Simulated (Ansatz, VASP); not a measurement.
## NaH in VASP and in Ansatz

File POSCAR:

```
NaH
1.0
    0.0000000000      2.5101931254      2.3169082547
    2.5101931254      0.0000000000      2.3169082547
    2.5101931254      2.5101931254      0.0000000000
Na H
1 1
Direct
    0.0000000000      0.0000000000      0.0000000000
    0.5000000000      0.5000000000      0.5000000000
```

Contents of INCAR.step1:

```
ALGO = Normal
EDIFF = 1E-4
ENCUT = 520
GGA = PE
ISMEAR = -1
LASPH = True
LCHARG = False
LREAL = False
LWAVE = True
NBANDS = 11
NELM = 100
PREC = Accurate
SIGMA = 0.2
```

The input INCAR.step2:

```
ALGO = Normal
EDIFF = 1E-7
ENCUT = 520
ISIF = 2
ISMEAR = -1
ISTART = 1
LASPH = True
LCHARG = False
LMIXTAU = True
LREAL = False
LWAVE = False
METAGGA = R2SCAN
NBANDS = 11
NELM = 100
PREC = Accurate
SIGMA = 0.2
```

KPOINTS

```
k-points
0
Gamma
  10 10 10
```

Input for Ansatz:

```yaml
crystal:
  lattice:
    - [0.0, 2.5101931254, 2.3169082547]
    - [2.5101931254, 0.0, 2.3169082547]
    - [2.5101931254, 2.5101931254, 0.0]
  atoms:
    - { symbol: Na, position: [0.0, 0.0, 0.0] }
    - { symbol: H, position: [0.5, 0.5, 0.5] }
basis:
  ecutwfc: 520.0
kpoints:
  mp_grid: { grid: [10, 10, 10] }
hamiltonian:
  xc: r2scan
scf:
  occupations: { method: fermi_dirac, width: 0.2 }
output:
  forces: true
  stress: true
  eigenvalues: true
```

Alike in both runs: task single point; functional r2SCAN; k mesh 10 × 10 × 10; occupations fermi-dirac, width 0.2 eV; no spin polarisation.

|  | VASP | Ansatz |
| --- | --- | --- |
| version | VASP 6.6.1 | Ansatz 0.2.0 |
| potentials or method | VASP PAW PBE potentials, release 64 (Na_pv, H), cutoff 520 eV | scalar-relativistic, plane waves, PAW |
| valence electrons in the cell | 8 | 10 |

```csv
,VASP,Ansatz,Ansatz less VASP
gap on the k mesh at the Fermi level (eV),4.25,4.23,-0.015
least direct gap on the mesh (eV),5.10,5.08,-0.016
pressure (GPa),-1.1,-1.0,+0.13
"traceless stress, the component that is largest in VASP (GPa)",1.69,1.68,-0.016
```

VASP's potentials were made for PBE, not for r2SCAN. With one functional, cell and mesh, what is left measures potentials, basis and numerics. VASP's potentials hold 8 valence electrons a cell and Ansatz's 10, so a difference there can come from the potentials and not from the codes.
